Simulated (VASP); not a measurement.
Write the native input for VASP 6.6.1 that does the following.

```
Task                   : single point
Functional             : r2SCAN
Potentials or basis    : VASP PAW PBE potentials, release 64 (Sb)
Cutoff                 : 520 eV
k mesh                 : 12 × 12 × 8
Occupations            : gaussian, width 0.1 eV
Spin                   : no spin polarisation
Dipole correction      : no
Further INCAR settings : ALGO = Normal; EDIFF = 1e-06; NBANDS = 12
```

Sb:

```
Sb
1.0
     3.37559    0.00000    0.00000
    -1.68780    2.92335    0.00000
     0.00000    0.00000    5.58104
Sb
2
Direct
  0.33333 0.66667 0.25000
  0.66667 0.33333 0.75000
```

This isn't the form of Sb at room conditions, which is rhombohedral.

The input as run:

POSCAR

```
Sb
1.0
    3.3755938137      0.0000000000      0.0000000000
   -1.6877969069      2.9233499955      0.0000000000
    0.0000000000      0.0000000000      5.5810381543
Sb
2
Direct
    0.3333333333      0.6666666667      0.2500000000
    0.6666666667      0.3333333333      0.7500000000
```

INCAR.step1

```
  PREC = Accurate
  ENCUT = 520
  ISMEAR = 0
  SIGMA = 0.1
  LREAL = F
  LASPH = T
  NELM = 100
  NBANDS = 12
  GGA = PE
  ALGO = Normal
  EDIFF = 1E-4
  LWAVE = T
  LCHARG = F
```

INCAR.step2

```
  PREC = Accurate
  ENCUT = 520
  EDIFF = 1E-6
  ISMEAR = 0
  SIGMA = 0.1
  LREAL = F
  LASPH = T
  NELM = 100
  ALGO = Normal
  ISIF = 2
  LWAVE = F
  LCHARG = T
  METAGGA = R2SCAN
  LMIXTAU = T
  LELF = T
  LVHAR = T
  NBANDS = 12
  ISTART = 1
```

KPOINTS

```
Automatic mesh
0
Gamma
  12 12 8
```

Potentials or basis: VASP PAW PBE potentials, release 64 (Sb).

The run is started by

```bash
$ cat potpaw_PBE.64/Sb/POTCAR > POTCAR
$ cp INCAR.step1 INCAR
$ mpirun -np 1 vasp_std > vasp.out
$ cp INCAR.step2 INCAR
$ mpirun -np 1 vasp_std > vasp.out
```

Results of the run:

```
Pressure               : -1.1 GPa
Band gap on the k mesh : zero (bands 5 and 6 overlap by 7.93 eV)
```

Caveat: the PAW data sets were made with another functional, which shifts forces and pressure a little; spin-orbit coupling is left out, which moves the levels of the heavy elements.

Run time: 4.2 min on 1 thread of Intel Xeon 8259CL, with other jobs on the host, peak memory 0.22 GiB.
